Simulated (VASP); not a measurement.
Write the native input for VASP 6.6.1 that does the following.

* Task: single point
* Functional: PBE
* Potentials or basis: VASP PAW PBE potentials, release 64 (Mg)
* Cutoff: 520 eV
* k mesh: 12 × 12 × 7
* Occupations: fermi-dirac, width 0.08 eV
* Spin: no spin polarisation
* Dipole correction: no
* Further INCAR settings: ALGO = Normal; EDIFF = 1e-07; NBANDS = 9

The structure of Mg lies in POSCAR:

```
Mg
1.0
    3.2092715325      0.0320927153      0.0320927153
   -1.5768426594      2.7632643171      0.0117467491
    0.0521033000      0.0521033000      5.2103300000
Mg
2
Direct
    0.3333333333      0.6666666667      0.2500000000
    0.6666666667      0.3333333333      0.7500000000
```

This cell differs from its parent crystal: equal xy, yz and zx shear strains of +2 %.

One way to write it, as run:

INCAR

```
SYSTEM = Mg
PREC = Accurate
ENCUT = 520
EDIFF = 1E-7
ISMEAR = -1
SIGMA = 0.08
LREAL = .FALSE.
LASPH = .TRUE.
NELM = 100
ALGO = Normal
ISIF = 2
LWAVE = .FALSE.
LCHARG = .FALSE.
GGA = PE
NBANDS = 9
```

KPOINTS

```
Automatic mesh
0
G
  12 12 7
  0 0 0
```

Potentials or basis: VASP PAW PBE potentials, release 64 (Mg).

Command:

```bash
$ cat potpaw_PBE.64/Mg/POTCAR > POTCAR
$ mpirun -np 1 vasp_std > vasp.out
```

It gave:

```json
{
 "Pressure": "-0.5 GPa",
 "Largest force": "0.011 eV/Å",
 "Band gap on the k mesh": "zero (bands 2 and 3 overlap by 2.24 eV)"
}
```

Caveat: the cell differs from its parent crystal (equal xy, yz and zx shear strains of +2 %).

It took 40 s on 1 thread of Intel(R) Xeon(R) 6975P-C (Granite Rapids) (shared host), peak memory 0.31 GiB.
